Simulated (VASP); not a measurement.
A run of VASP 6.6.1:

The input INCAR:

```
SYSTEM = Zn
PREC = Accurate ; ENCUT = 500
EDIFF = 1E-6 ; ISMEAR = 0
SIGMA = 0.1 ; LREAL = .FALSE.
LASPH = .TRUE. ; NELM = 120
ALGO = Normal ; ISIF = 2
LWAVE = .FALSE. ; LCHARG = .TRUE.
GGA = PE ; LELF = .TRUE.
LVHAR = .TRUE. ; NBANDS = 25
GGA_COMPAT = .FALSE.
```

Contents of KPOINTS:

```
Automatic mesh
0
G
  18 18 4
  0 0 0
```

File POSCAR:

```
Zn
1.0
    2.6170052391      0.0000000000      0.0000000000
   -1.3085026196      2.2663930189      0.0000000000
    0.0000000000      0.0000000000      8.1880290525
Zn
3
Direct
    0.0000000000      0.0000000000      0.5000000000
    0.6666666667      0.3333333333      0.1910340013
    0.6666666667      0.3333333333      0.8089659987
```

Potentials or basis: VASP PAW PBE potentials, release 64 (Zn).

Command:

```sh
$ cat potpaw_PBE.64/Zn/POTCAR > POTCAR
$ mpirun -np 1 vasp_std > vasp.out
```

Hardware: 1 thread of Intel(R) Xeon(R) 6975P-C (Granite Rapids), on a shared host.

Problem. How long does it take, and how much memory?

Solution. Run time: 41 s on 1 thread of Intel(R) Xeon(R) 6975P-C (Granite Rapids), on a shared host, peak memory 0.22 GiB. Counts: scf iterations 12, k points 111.
